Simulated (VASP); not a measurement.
# C in VASP: a series of runs, part 2 of 2

VASP 6.6.1.

**3. Single point, revPBE**

INCAR

```
SYSTEM = C
PREC = Accurate ; ENCUT = 520
EDIFF = 1E-6 ; ISMEAR = -1
SIGMA = 0.05 ; LREAL = .False.
LASPH = .True. ; NELM = 100
ALGO = Normal ; ISIF = 2
LWAVE = .False. ; LCHARG = .True.
GGA = RE ; LELF = .True.
LVHAR = .True. ; NBANDS = 26
```

KPOINTS

```
regular mesh
0
Gamma
  12 12 4
  0 0 0
```

POSCAR

```
C
1.0
    2.5221000000      0.0000000000      0.0000000000
   -1.2610500000      2.1842026709      0.0000000000
    0.0000000000      0.0000000000      8.2371000000
C
8
Direct
    0.6666666667      0.3333333333      0.8437500000
    0.3333333333      0.6666666667      0.3437500000
    0.6666666667      0.3333333333      0.6562500000
    0.3333333333      0.6666666667      0.1562500000
    0.0000000000      0.0000000000      0.9062500000
    0.0000000000      0.0000000000      0.4062500000
    0.0000000000      0.0000000000      0.5937500000
    0.0000000000      0.0000000000      0.0937500000
```

Potentials or basis: VASP PAW PBE potentials, release 64 (C).

Launch:

```sh
> cat potpaw_PBE.64/C/POTCAR > POTCAR
> mpirun -np 1 vasp_std > vasp.out
```

OUTCAR:

```text
SYSTEM = C
   PREC = Accurate
   ENCUT = 520
   EDIFF = 1E-6
   ISMEAR = -1
   LREAL = .False.
   LASPH = .True.
   NELM = 100
   ISIF = 2
   GGA = RE

 ion  position               nearest neighbor table
   1  0.667  0.333  0.844-   3 1.54   5 1.54   5 1.54   5 1.54
   2  0.333  0.667  0.344-   4 1.54   6 1.54   6 1.54   6 1.54
   3  0.667  0.333  0.656-   1 1.54   7 1.54   7 1.54   7 1.54
   4  0.333  0.667  0.156-   2 1.54   8 1.54   8 1.54   8 1.54
   5  0.000  0.000  0.906-   8 1.54   1 1.54   1 1.54   1 1.54
   6  0.000  0.000  0.406-   7 1.54   2 1.54   2 1.54   2 1.54
   7  0.000  0.000  0.594-   6 1.54   3 1.54   3 1.54   3 1.54
   8  0.000  0.000  0.094-   5 1.54   4 1.54   4 1.54   4 1.54

  LATTYP: Found a hexagonal cell.
 ALAT       =     2.5221000000
 C/A-ratio  =     3.2659688355

  Lattice vectors:

 A1 = (   2.5221000000,   0.0000000000,   0.0000000000)
 A2 = (  -1.2610500000,   2.1842026709,   0.0000000000)
 A3 = (   0.0000000000,   0.0000000000,   8.2371000000)

Analysis of symmetry for initial positions (statically):
[... 192 lines left out ...]
 Fermi energy:        10.9728033721

 k-point     1 :       0.0000    0.0000    0.0000
  band No.  band energies     occupation
      1     -11.7300      2.00000
      2     -10.0344      2.00000
      3      -9.9840      2.00000
      4      -5.9301      2.00000
      5      -3.5920      2.00000
      6       3.1955      2.00000
[... 685 lines left out ...]
     25      20.4285      0.00000
     26      22.3325      0.00000

 [... further k-points ...]

------------------------ aborting loop because EDIFF is reached ----------------------------------------

  FORCE on cell =-STRESS in cart. coord.  units (eV):
  Direction    XX          YY          ZZ          XY          YZ          ZX
  --------------------------------------------------------------------------------------
  -------------------------------------------------------------------------------------
  Total        0.9550490      0.9550490      4.4249140      0.0000000      0.0000000      0.0000000
  in kB       33.7214826     33.7214826    156.2377034      0.0000000      0.0000000      0.0000000
  external PRESSURE =      74.5602229 kB  Pullay stress =       0.0000000 kB

 VOLUME and BASIS-vectors are now :
 -----------------------------------------------------------------------------
  energy-cutoff  :      520.00
  volume of cell :       45.38
      direct lattice vectors                 reciprocal lattice vectors
     2.522100000  0.000000000  0.000000000     0.396494984  0.228916486  0.000000000
    -1.261050000  2.184202671  0.000000000     0.000000000  0.457832972  0.000000000
     0.000000000  0.000000000  8.237100000     0.000000000  0.000000000  0.121401950

 POSITION                                       TOTAL-FORCE (eV/Angst)
 -----------------------------------------------------------------------------------
      1.26105      0.72807      6.95005         0.000000     -0.000000      0.318933
     -0.00000      1.45614      2.83150        -0.000000     -0.000000      0.318933
      1.26105      0.72807      5.40560         0.000000      0.000000     -0.318933
     -0.00000      1.45614      1.28705        -0.000000      0.000000     -0.318933
      0.00000      0.00000      7.46487        -0.000000      0.000000      0.327212
      0.00000      0.00000      3.34632         0.000000     -0.000000      0.327212
      0.00000      0.00000      4.89078         0.000000      0.000000     -0.327212
      0.00000      0.00000      0.77223         0.000000     -0.000000     -0.327212
 -----------------------------------------------------------------------------------
    total drift:                               -0.000000      0.000000      0.000000

  FREE ENERGIE OF THE ION-ELECTRON SYSTEM (eV)
  ---------------------------------------------------
  free  energy   TOTEN  =       -69.4111503444 eV

  energy  without entropy=      -69.4111503444  energy(sigma->0) =      -69.41115034
```

Run time: 85 s. Hardware: 1 thread of Intel Xeon 8259CL, shared host; peak memory 0.18 GiB.

Results:

```yaml
Free_energy: -69.4112 eV
Pressure: 7.5 GPa
Largest_force: 0.327 eV/Å
Band_gap_on_the_k_mesh: 4.41 eV (least direct gap 5.18 eV)
```

Forces on the atoms (eV/Å):
```
C    0.000  0.000  0.319
C    0.000  0.000  0.319
C    0.000  0.000 -0.319
C    0.000  0.000 -0.319
C    0.000  0.000  0.327
C    0.000  0.000  0.327
C    0.000  0.000 -0.327
C    0.000  0.000 -0.327
```

Caveat: the stress differs along the axes, from 3 to 16 GPa; the PAW data sets were made with another functional, which shifts forces and pressure a little. A k mesh can miss the band edges.

**4. Single point, PBE (5.90 Å³/atom)**

This run uses another cell than the first one, of 5.90 Å³/atom.

INCAR

```
PREC = Accurate ; ENCUT = 520
EDIFF = 1E-7 ; ISMEAR = -1
SIGMA = 0.05 ; LREAL = F
LASPH = T ; NELM = 100
ALGO = Normal ; ISIF = 2
LWAVE = F ; LCHARG = F
GGA = PE ; NBANDS = 26
```

KPOINTS

```
Automatic mesh
0
Gamma
  12 12 4
```

Edit POSCAR of step 3 so:

```diff
@@ -2,5 +2,5 @@
 1.0
-    2.5221000000      0.0000000000      0.0000000000
-   -1.2610500000      2.1842026709      0.0000000000
-    0.0000000000      0.0000000000      8.2371000000
+    2.5552893324      0.0000000000      0.0000000000
+   -1.2776446662      2.2129454759      0.0000000000
+    0.0000000000      0.0000000000      8.3454953252
 C
```

Launch:

```sh
> cat potpaw_PBE.64/C/POTCAR > POTCAR
> mpirun -np 1 vasp_std > vasp.out
```

Run time: 79 s. Hardware: 1 thread of Intel Xeon 8259CL, shared host; peak memory 0.18 GiB.

It converged, with:

```
Free energy            : -72.5888 eV
Pressure               : -13.3 GPa
Largest force          : 0.305 eV/Å
Band gap on the k mesh : 4.32 eV (least direct gap 5.10 eV)
```

Forces in eV/Å, atoms in the order of the input:
```
C    0.000  0.000  0.299
C    0.000  0.000  0.299
C    0.000  0.000 -0.299
C    0.000  0.000 -0.299
C    0.000  0.000  0.305
C    0.000  0.000  0.305
C    0.000  0.000 -0.305
C    0.000  0.000 -0.305
```

Stress tensor (GPa, compression positive):
```
-17.03   0.00   0.00
  0.00 -17.03   0.00
  0.00   0.00  -5.95
```

Levels at points of the mesh, in eV from the valence-band top:
| k point | band 13 | band 14 | band 15 | band 16 | band 17 | band 18 | band 19 | band 20 |
| --- | --- | --- | --- | --- | --- | --- | --- | --- |
| (0.00, 0.00, 0.00) | -1.67 | -0.21 | 0.00 | 0.00 | 5.10 | 5.10 | 5.60 | 6.86 |
| (0.50, 0.00, 0.00) | -4.81 | -4.39 | -3.56 | -2.82 | 4.37 | 5.44 | 5.76 | 5.91 |
| (0.00, 0.00, 0.50) | -0.65 | -0.65 | -0.65 | -0.65 | 5.86 | 5.86 | 5.86 | 5.86 |
| (0.50, 0.00, 0.50) | -4.56 | -4.56 | -3.52 | -3.52 | 4.72 | 4.72 | 6.98 | 6.98 |

Caveat: the stress differs along the axes, from -17 to -6 GPa. A k mesh can miss the band edges.

**5. Single point, PBE (atoms moved at random)**

INCAR

```
SYSTEM = C
PREC = Accurate
ENCUT = 520
EDIFF = 1E-7
ISMEAR = -1
SIGMA = 0.05
LREAL = .FALSE.
LASPH = .TRUE.
NELM = 100
ALGO = Normal
ISIF = 2
LWAVE = .FALSE.
LCHARG = .FALSE.
GGA = PE
NBANDS = 26
```

KPOINTS

```
Automatic mesh
0
G
  12 12 4
  0 0 0
```

POSCAR

```
C
1.0
    2.5221000000      0.0000000000      0.0000000000
   -1.2610500000      2.1842026709      0.0000000000
    0.0000000000      0.0000000000      8.2371000000
C
8
Direct
    0.6871320000      0.3510970000      0.8484020000
    0.3384920000      0.6812140000      0.3448280000
    0.6490750000      0.3110160000      0.6528390000
    0.3401640000      0.6596720000      0.1531050000
    0.0017330000      0.0025270000      0.9115580000
   -0.0097080000     -0.0044340000      0.3964780000
    0.0180260000      0.0144900000      0.5898660000
    0.0047560000      0.0002400000      0.0906410000
```

Launch:

```sh
> cat potpaw_PBE.64/C/POTCAR > POTCAR
> mpirun -np 1 vasp_std > vasp.out
```

It took 7.6 min on 1 thread of Intel Xeon 8259CL, shared host; peak memory 0.33 GiB.

The run converged. Its results:

```
Free energy            : -72.1784 eV
Pressure               : 5.2 GPa
Largest force          : 4.045 eV/Å
Band gap on the k mesh : 3.69 eV (least direct gap 4.19 eV)
```

Forces in eV/Å, atoms in the order of the input:
```
C   -1.080 -1.565 -1.064
C   -0.343 -1.680 -2.599
C    1.908  2.781  0.687
C   -0.617  0.773  0.213
C    0.829  0.998 -1.861
C    0.875  1.669  3.579
C   -1.924 -2.513 -0.246
C    0.352 -0.462  1.291
```

Stress tensor (GPa, compression positive):
```
 2.24  1.02  0.99
 1.02  0.60  1.59
 0.99  1.59 12.86
```

Levels at points of the mesh, in eV from the valence-band top:
```
           k point  band 12  band 13  band 14  band 15  band 16  band 17  band 18  band 19  band 20  band 21
(0.00, 0.00, 0.00)    -2.54    -1.84    -0.85    -0.56     0.00     4.19     4.67     4.98     5.78     6.37
(0.50, 0.00, 0.00)    -5.92    -5.33    -5.10    -4.12    -3.44     3.84     4.95     5.27     5.46     5.92
(0.00, 0.50, 0.00)    -5.96    -5.68    -5.13    -3.93    -3.58     3.69     4.92     5.06     5.22     6.14
(0.50, 0.50, 0.00)    -5.90    -5.54    -5.02    -4.18    -3.32     3.69     5.00     5.08     5.27     5.91
(0.00, 0.00, 0.50)    -2.66    -2.01    -1.31    -0.96    -0.59     4.72     5.11     5.23     5.60     6.16
(0.50, 0.00, 0.50)    -6.48    -5.30    -5.11    -4.28    -4.07     4.00     4.37     6.15     6.51     6.75
(0.00, 0.50, 0.50)    -6.59    -5.24    -5.08    -4.62    -4.03     3.87     4.26     6.11     6.33     6.66
(0.50, 0.50, 0.50)    -6.44    -5.32    -5.24    -4.29    -3.97     3.90     4.17     6.08     6.44     6.65
```

Caveat: the cell differs from its parent crystal (atoms moved at random); the stress differs along the axes, from 1 to 13 GPa; forces of over 1 eV/Å act on the atoms, so gaps and moduli don't describe the material at rest.

**6. Overview**

| level | cell | gap on the mesh (eV) | pressure (GPa) | largest force (eV/Å) |
| --- | --- | --- | --- | --- |
| RPBE | a = 2.522, b = 2.522, c = 8.237 Å, angles 90.0, 90.0, 120.0°, 8 atoms, atomic positions A | 4.41 | 8.9 | 0.33 |
| revPBE | a = 2.522, b = 2.522, c = 8.237 Å, angles 90.0, 90.0, 120.0°, 8 atoms, atomic positions A | 4.41 | 7.5 | 0.33 |
| PBE | a = 2.555, b = 2.555, c = 8.345 Å, angles 90.0, 90.0, 120.0°, 8 atoms, atomic positions A | 4.32 | -13.3 | 0.30 |
| PBE | a = 2.522, b = 2.522, c = 8.237 Å, angles 90.0, 90.0, 120.0°, 8 atoms, atomic positions B | 3.69 | 5.2 | 4.04 |

Alike in all rows: task single point; potentials or basis VASP PAW PBE potentials, release 64 (C); no spin polarisation; k mesh 12 × 12 × 4; cutoff (eV) 520; smearing fermi-dirac 0.05 eV.

Caveats: the PAW data sets were made with another functional, which shifts forces and pressure a little (at least some runs); the stress differs along the axes, from 5 to 17 GPa (at least some runs); the stress differs along the axes, from 3 to 16 GPa (at least some runs); the stress differs along the axes, from -17 to -6 GPa (at least some runs); the stress differs along the axes, from 1 to 13 GPa (at least some runs); forces of over 1 eV/Å act on the atoms, so gaps and moduli don't describe the material at rest (at least some runs).

Total energies depend on the potentials used, so only differences within one code and one set of settings carry meaning.
